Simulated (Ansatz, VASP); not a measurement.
# BeS: VASP beside Ansatz

```
Be S
1.0
     0.00000    2.41313    2.43431
     2.41313    0.00000    2.43431
     2.41313    2.41313    0.00000
Be S
1 1
Direct
  0.00000 0.00000 0.00000
  0.25000 0.25000 0.25000
```

Change from the starting cell: biaxial_xy strain -0.9%.

Alike in both runs: task single point; functional HSE06; k mesh 6 × 6 × 6; no spin polarisation.

|  | VASP | Ansatz |
| --- | --- | --- |
| version | VASP 6.6.1 | Ansatz 0.2.0 |
| potentials or method | VASP PAW PBE potentials, release 64 (Be, S) | plane waves, PAW |
| plane-wave cutoff (eV) | 520 | 420 |
| occupations | gaussian, width 0.01 eV | fixed |
| valence electrons in the cell | 8 | 8 |

VASP gave:

* gap on the k mesh at the Fermi level (eV): 4.00
* pressure (GPa): 0.7
* traceless stress, the component that is largest in VASP (GPa): -0.61

Question: Estimate Ansatz's values.

Answer: gap on the k mesh at the Fermi level (eV): 4.01; pressure (GPa): 0.8; traceless stress, the component that is largest in VASP (GPa): -0.61.

Ansatz's warnings: stress exchange threshold loose, stress scf threshold loose.
